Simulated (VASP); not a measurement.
A run of VASP 6.6.1 is set up as follows.

Contents of INCAR:

```
PREC     = Accurate       # precision mode
ENCUT    = 520            # plane-wave cutoff, eV
EDIFF    = 1E-7           # SCF threshold, eV
ISMEAR   = -1             # smearing method
SIGMA    = 0.08           # smearing width, eV
LREAL    = False          # projectors in reciprocal space
LASPH    = True           # aspherical terms in the spheres
NELM     = 80             # most SCF steps
ALGO     = Normal         # electronic algorithm
ISIF     = 2              # what is computed and relaxed
LWAVE    = False          # write WAVECAR
LCHARG   = False          # write CHGCAR
NBANDS   = 13             # bands
```

The input KPOINTS:

```
regular mesh
0
Gamma
  12 12 12
```

Contents of POSCAR:

```
AlCo
1.0
    2.7942509364      0.0000000000      0.0000000000
    0.0000000000      2.7942509364      0.0000000000
    0.0000000000      0.0000000000      2.7942509364
Al Co
1 1
Direct
    0.0000000000      0.0000000000      0.0000000000
    0.5000000000      0.5000000000      0.5000000000
```

Potentials or basis: VASP PAW LDA potentials, release 64 (Al, Co).

Command:

```bash
$ cat potpaw_LDA.64/Al/POTCAR potpaw_LDA.64/Co/POTCAR > POTCAR
$ mpirun -np 1 vasp_std > vasp.out
```

Q: Estimate the band gap on the k mesh.

A: Zero (band 6 reaches 13.54 eV, above the bottom of band 7 at 10.82 eV).

Q: Estimate the pressure.

A: 0.3 GPa.

Spin polarisation is off, so any magnetic state and its effect on volume and gap are missing.
